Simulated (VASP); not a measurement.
Write the native input for VASP 6.6.1 that does the following.

```
Task                   : single point
Functional             : r2SCAN
Potentials or basis    : VASP PAW PBE potentials, release 64 (La, Ru_pv, O)
Cutoff                 : 520 eV
k mesh                 : 5 × 5 × 5
Occupations            : fermi-dirac, width 0.1 eV
Spin                   : no spin polarisation
Dipole correction      : no
Further INCAR settings : ALGO = Normal; EDIFF = 1e-06; NBANDS = 39
```

The system is La2RuO4.

```
La Ru O
1.0
     0.00000    3.85360    0.00000
     3.85360    0.00000    0.00000
     1.92680    1.92680   -6.34133
La Ru O
2 1 4
Direct
  0.35260 0.35260 0.29480
  0.64740 0.64740 0.70520
  0.00000 0.00000 0.00000
  0.50000 0.00000 0.00000
  0.00000 0.50000 0.00000
  0.16250 0.16250 0.67500
  0.83750 0.83750 0.32500
```

One way to write it, as run:

POSCAR

```
La2RuO4
1.0
    0.0000000000      3.8536000000      0.0000000000
    3.8536000000      0.0000000000      0.0000000000
    1.9267995000      1.9267995000     -6.3413264500
La Ru O
2 1 4
Direct
    0.3526000000      0.3526000000      0.2948000000
    0.6474000000      0.6474000000      0.7052000000
    0.0000000000      0.0000000000      0.0000000000
    0.5000000000      0.0000000000      0.0000000000
    0.0000000000      0.5000000000      0.0000000000
    0.1625000000      0.1625000000      0.6750000000
    0.8375000000      0.8375000000      0.3250000000
```

INCAR.step1

```
ALGO = Normal ; EDIFF = 1E-4
ENCUT = 520 ; GGA = PE
ISMEAR = -1 ; LASPH = True
LCHARG = False ; LREAL = False
LWAVE = True ; NBANDS = 39
NELM = 100 ; PREC = Accurate
SIGMA = 0.1
```

INCAR.step2

```
ALGO = Normal ; EDIFF = 1E-6
ENCUT = 520 ; ISIF = 2
ISMEAR = -1 ; ISTART = 1
LASPH = True ; LCHARG = True
LELF = True ; LMIXTAU = True
LREAL = False ; LVHAR = True
LWAVE = False ; METAGGA = R2SCAN
NBANDS = 39 ; NELM = 100
PREC = Accurate ; SIGMA = 0.1
```

KPOINTS

```
k-points
0
Gamma
  5 5 5
```

Potentials or basis: VASP PAW PBE potentials, release 64 (La, Ru_pv, O).

Run with:

```console
$ cat potpaw_PBE.64/La/POTCAR potpaw_PBE.64/Ru_pv/POTCAR potpaw_PBE.64/O/POTCAR > POTCAR
$ cp INCAR.step1 INCAR
$ mpirun -np 1 vasp_std > vasp.out
$ cp INCAR.step2 INCAR
$ mpirun -np 1 vasp_std > vasp.out
```

It gave:

- Pressure: 7.3 GPa
- Largest force: 1.593 eV/Å
- Band gap on the k mesh: zero (bands 30 and 31 overlap by 1.48 eV)

Caveat: the cell stands under pressure; the PAW data sets were made with another functional, which shifts forces and pressure a little; spin-orbit coupling is left out, which moves the levels of the heavy elements.

Wall time 4.4 min on 1 thread of Intel(R) Xeon(R) Platinum 8488C (Sapphire Rapids), on a shared host, peak memory 0.26 GiB.
